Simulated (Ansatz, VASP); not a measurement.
**One calculation of Ta4C3, two programs**

```
Ta C
1.0
     4.57871    0.00000    0.00000
     0.00000    4.57871    0.00000
     0.00000    0.00000    4.75481
Ta C
4 3
Direct
  0.00000 0.50000 0.50000
  0.50000 0.00000 0.50000
  0.50000 0.50000 0.00000
  0.00000 0.00000 0.00000
  0.50000 0.00000 0.00000
  0.00000 0.50000 0.00000
  0.00000 0.00000 0.50000
```

Change from the starting cell: strain +0.040 along x and y, +0.080 along z, atoms carried along.

Alike in both runs: task single point; functional PBEsol; k mesh 10 × 10 × 10; occupations gaussian, width 0.15 eV; no spin polarisation.

|  | VASP | Ansatz |
| --- | --- | --- |
| version | VASP 6.6.1 | Ansatz 0.2.0 |
| potentials or method | VASP PAW PBE potentials, release 64 (Ta_pv, C), cutoff 520 eV | scalar-relativistic, plane waves, PAW |
| valence electrons in the cell | 56 | 64 |

|  | VASP | Ansatz | Ansatz less VASP |
| --- | --- | --- | --- |
| gap on the k mesh at the Fermi level (eV) | none | none | - |
| pressure (GPa) | -34.0 | -34.3 | -0.32 |
| traceless stress, the component that is largest in VASP (GPa) | -4.40 | -4.33 | +0.070 |

VASP's potentials were made for PBE, not for PBEsol. A gap of «none» marks a metal or a gap that the smearing closes. Both programs put the cell under strong tension, so it lies far from rest at this level. With one functional, cell and mesh, what is left measures potentials, basis and numerics. VASP's potentials hold 56 valence electrons a cell and Ansatz's 64, so a difference there can come from the potentials and not from the codes.

Spin-orbit coupling is off throughout. Noted on VASP's run: the cell as given lies far from equilibrium.
